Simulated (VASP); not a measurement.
## TiN (dsol): single point with PBEsol

TiN (dsol):

```
Ti N
1.0
     0.00000    2.12062    2.12062
     2.12062    0.00000    2.12062
     2.12062    2.12062    0.00000
Ti N
1 1
Direct
  0.00000 0.00000 0.00000
  0.50000 0.50000 0.50000
```

```yaml
Program: VASP 6.6.1
Task: single point
Functional: PBEsol
Potentials_or_basis: VASP PAW PBE potentials, release 64 (Ti_sv, N)
Cutoff: 520 eV
k_mesh: 8 × 8 × 8
Occupations: gaussian, width 0.1 eV
Spin: no spin polarisation
Dipole_correction: no
Further_INCAR_settings: ALGO = Normal; EDIFF = 1e-06; NBANDS = 16
```

The pressure is -6.9 GPa.

Levels at points of the mesh, in eV from the Fermi level:
| k point | band 7 | band 8 | band 9 | band 10 | band 11 | band 12 |
| --- | --- | --- | --- | --- | --- | --- |
| (0.00, 0.00, 0.00) | -2.04 | -2.04 | -0.64 | -0.64 | -0.64 | 0.56 |
| (0.50, 0.00, 0.00) | -5.50 | -5.50 | 1.70 | 1.70 | 2.37 | 5.77 |
| (0.50, 0.50, 0.00) | -3.24 | -3.24 | -3.12 | 1.64 | 2.41 | 2.41 |

It took 7.7 s on 1 thread of Intel(R) Xeon(R) Platinum 8259CL CPU @ 2.50GHz (Skylake/Cascade Lake), on a shared host, peak memory 0.14 GiB.

Caveat: the PAW data sets were made with another functional, which shifts forces and pressure a little.
